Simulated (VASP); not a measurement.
A run of VASP 6.6.1 is set up as follows.

Contents of INCAR:

```
SYSTEM = SnO2
PREC = Accurate ; ENCUT = 520
EDIFF = 1E-6 ; ISMEAR = 0
SIGMA = 0.05 ; LREAL = .FALSE.
LASPH = .TRUE. ; NELM = 100
ALGO = Normal ; ISIF = 2
LWAVE = .FALSE. ; LCHARG = .FALSE.
GGA = PE ; NBANDS = 64
KPAR = 4
```

Contents of KPOINTS:

```
Automatic mesh
0
G
  8 8 8
  0 0 0
```

Contents of POSCAR:

```
SnO2
1.0
    5.1697993239      0.0000000000      0.0000000000
    0.0000000000      5.1697993239      0.0000000000
    0.0000000000      0.0000000000      5.1697993239
Sn O
4 8
Direct
    0.0145073329      0.5000000000      0.5000000000
    0.5145073329      0.5000000000      0.0000000000
    0.5145073329      0.0000000000      0.5000000000
    0.0145073329      0.0000000000      0.0000000000
    0.3390931048      0.1609068952      0.8390931048
    0.1609068952      0.8390931048      0.3390931048
    0.8390931048      0.3390931048      0.1609068952
    0.6609068952      0.6609068952      0.6609068952
    0.3390931048      0.3390931048      0.3390931048
    0.1609068952      0.6609068952      0.8390931048
    0.8390931048      0.1609068952      0.6609068952
    0.6609068952      0.8390931048      0.1609068952
```

Potentials or basis: VASP PAW PBE potentials, release 64 (Sn_d, O).

Run with:

```bash
$ cat potpaw_PBE.64/Sn_d/POTCAR potpaw_PBE.64/O/POTCAR > POTCAR
$ mpirun -np 4 vasp_std > vasp.out
```

**Question.** Estimate the pressure.

**Answer.** 1.2 GPa.

**Question.** Predict the largest force.

**Answer.** 0.923 eV/Å.

**Question.** What does it give for the band gap on the k mesh?

**Answer.** 0.57 eV (least direct gap 0.65 eV).

Forces on the atoms (eV/Å):
```
Sn  -0.904 -0.060  0.175
Sn  -0.904 -0.060 -0.175
Sn  -0.904  0.060 -0.175
Sn  -0.904  0.060  0.175
O    0.521  0.326 -0.256
O    0.383  0.265  0.193
O    0.521 -0.326  0.256
O    0.383 -0.265 -0.193
O    0.521 -0.326 -0.256
O    0.383 -0.265  0.193
O    0.521  0.326  0.256
O    0.383  0.265 -0.193
```

Caveat: the cell differs from its parent crystal (all Sn atoms moved +0.075 Å, as atom 1 along Cartesian [1 0 0]); semilocal functionals underestimate gaps, and a narrow one can read as zero; spin-orbit coupling is left out, which moves the levels of the heavy elements. A k mesh can miss the band edges.
